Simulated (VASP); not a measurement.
A run of VASP 6.6.1 is set up as follows.

File INCAR:

```
ALGO = Normal ; EDIFF = 1E-7
ENCUT = 520 ; GGA = PE
ISIF = 2 ; ISMEAR = 0
LASPH = T ; LCHARG = F
LREAL = F ; LWAVE = F
NBANDS = 31 ; NELM = 60
PREC = Accurate ; SIGMA = 0.1
```

KPOINTS

```
k-points
0
Gamma
  12 12 4
```

File POSCAR:

```
Ba2Hf2O
1.0
    3.5331504624      0.0000000000      0.0000000000
   -1.7665752312      3.0597980558      0.0000000000
    0.0000000000      0.0000000000     12.4072106631
Ba Hf O
2 2 1
Direct
    0.3333333333      0.6666666667      0.1347085670
    0.6666666667      0.3333333333      0.8652914330
    0.3333333333      0.6666666667      0.5904451676
    0.6666666667      0.3333333333      0.4095548324
    0.0000000000      0.0000000000      0.0000000000
```

Potentials or basis: VASP PAW PBE potentials, release 64 (Ba_sv, Hf_pv, O).

The run is started by

```console
$ cat potpaw_PBE.64/Ba_sv/POTCAR potpaw_PBE.64/Hf_pv/POTCAR potpaw_PBE.64/O/POTCAR > POTCAR
$ mpirun -np 1 vasp_std > vasp.out
```

(1) Predict the band gap on the k mesh.

(2) Predict the pressure.

(3) Predict the largest force.

## Answers

(1) zero (band 23 reaches 4.38 eV, above the bottom of band 24 at 3.73 eV).

(2) 0.9 GPa.

(3) 0.183 eV/Å.

Caveat: spin-orbit coupling is left out, which moves the levels of the heavy elements.
